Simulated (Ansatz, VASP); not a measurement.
## One calculation of InAs, two programs

Contents of INCAR:

```
ALGO = Normal
EDIFF = 1E-6
ENCUT = 500
GGA = PE
GGA_COMPAT = F
ISIF = 2
ISMEAR = 1
LASPH = T
LCHARG = F
LREAL = F
LWAVE = F
NBANDS = 16
NELM = 120
PREC = Accurate
SIGMA = 0.05
```

Contents of KPOINTS:

```
k-points
0
Gamma
  6 6 6
```

Contents of POSCAR:

```
InAs
1.0
    0.0000000000      3.0545915924      3.0545915924
    3.0545915924      0.0000000000      3.0545915924
    3.0545915924      3.0545915924      0.0000000000
In As
1 1
Direct
    0.0000000000      0.0000000000      0.0000000000
    0.2500000000      0.2500000000      0.2500000000
```

Input for Ansatz:

```yaml
crystal:
  lattice:
    - [0.0, 3.0545915924, 3.0545915924]
    - [3.0545915924, 0.0, 3.0545915924]
    - [3.0545915924, 3.0545915924, 0.0]
  atoms:
    - { symbol: In, position: [0.0, 0.0, 0.0] }
    - { symbol: As, position: [0.25, 0.25, 0.25] }
kpoints:
  mp_grid: { grid: [6, 6, 6] }
hamiltonian:
  xc: pbe
scf:
  occupations: { method: methfessel_paxton, width: 0.05 }
  n_extra_bands: 4
output:
  forces: true
  stress: true
  eigenvalues: true
```

Alike in both runs: task single point; functional PBE; k mesh 6 × 6 × 6; occupations methfessel-paxton of order 1, width 0.05 eV; no spin polarisation.

|  | VASP | Ansatz |
| --- | --- | --- |
| version | VASP 6.6.1 | Ansatz 0.2.0 |
| potentials or method | VASP PAW PBE potentials, release 64 (In_d, As) | plane waves |
| plane-wave cutoff (eV) | 500 | 420 |
| valence electrons in the cell | 18 | 28 |

|  | VASP | Ansatz | Ansatz less VASP |
| --- | --- | --- | --- |
| pressure (GPa) | 2.1 | 2.1 | -0.06 |

With one functional, cell and mesh, what is left measures potentials, basis and numerics. VASP's potentials hold 18 valence electrons a cell and Ansatz's 28, so a difference there can come from the potentials and not from the codes.
